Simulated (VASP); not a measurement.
AlN, 4 atoms in the cell. The structure is hexagonal, space group P6_3mc (No. 186). The conventional cell has a = 3.110 Å, b = 3.110 Å, c = 4.980 Å, α = 90.00°, β = 90.00°, γ = 120.00°. Within 2.5 Å of Al (site symmetry 3m) lie 4 N at 1.89 to 1.90 Å. Within 2.5 Å of N (site symmetry 3m) lie 4 Al at 1.89 to 1.90 Å. 

| Quantity | Value |
| --- | --- |
| Program | VASP 6.6.1 |
| Task | relaxation of cell and atoms |
| Functional | r2SCAN |
| Potentials or basis | VASP PAW PBE potentials, release 64 (Al, N) |
| Cutoff | 600 eV |
| k mesh | 8 × 8 × 5 |
| Occupations | gaussian, width 0.01 eV |
| Spin | no spin polarisation |
| Dipole correction | no |
| Further INCAR settings | ALGO = Normal; EDIFF = 1e-06; IBRION = 2; EDIFFG = -0.001; NSW = 80; ISIF = 3 |

Potentials or basis: VASP PAW PBE potentials, release 64 (Al, N).

Command:

```console
$ cat potpaw_PBE.64/Al/POTCAR potpaw_PBE.64/N/POTCAR > POTCAR
$ cp INCAR.step1 INCAR
$ mpirun -np 1 vasp_std > vasp.out
$ cp INCAR.step2 INCAR
$ mpirun -np 1 vasp_std > vasp.out
```

Hardware: 1 thread of Intel(R) Xeon(R) Platinum 8175M CPU @ 2.50GHz (Skylake/Cascade Lake), with other jobs on the host.

Problem. How long does it take, and how much memory?

Solution. Run time: 8.4 min on 1 thread of Intel(R) Xeon(R) Platinum 8175M CPU @ 2.50GHz (Skylake/Cascade Lake) (shared host), peak memory 0.18 GiB. Counts: k points 30, ion steps 11.
